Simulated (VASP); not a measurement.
The system is Rb.

```xyz
1
Lattice="-2.8025 2.8025 2.8025 2.8025 -2.8025 2.8025 2.8025 2.8025 -2.8025" Properties=species:S:1:pos:R:3 pbc="T T T"
Rb    0.0000    0.0000    0.0000
```

| Quantity | Value |
| --- | --- |
| Program | VASP 6.6.1 |
| Task | relaxation of cell and atoms |
| Functional | LDA |
| Potentials or basis | VASP PAW LDA potentials, release 64 (Rb_sv) |
| Cutoff | 600 eV |
| k mesh | 5 × 5 × 5 |
| Occupations | fermi-dirac, width 0.05 eV |
| Spin | no spin polarisation |

At the start: pressure -0.4 GPa; volume 88.04 Å³/atom.

Question: Where does the relaxation end?

Answer: Over 5 steps the energy falls by 14.2 meV/atom and the volume is 77.29 Å³/atom (-12.2 %); space group Im-3m (No. 229, to 0.1 Å) before and after.

Step by step:
```
step  energy change (eV)  largest force (eV/Å)  pressure (GPa)  volume (Å³)
   1              0.0000                0.0000           -0.37        88.04
   2             -0.0055                0.0000           -0.31        85.48
   3             -0.0131                0.0000           -0.13        79.91
   4             -0.0046                0.0000            0.45        69.52
   5             -0.0142                0.0000           -0.01        77.29
```

Final structure:
```
CELL_PARAMETERS angstrom
-2.68343 2.68343 2.68343
2.68343 -2.68343 2.68343
2.68343 2.68343 -2.68343
ATOMIC_POSITIONS crystal
Rb 0.00000 0.00000 0.00000
```
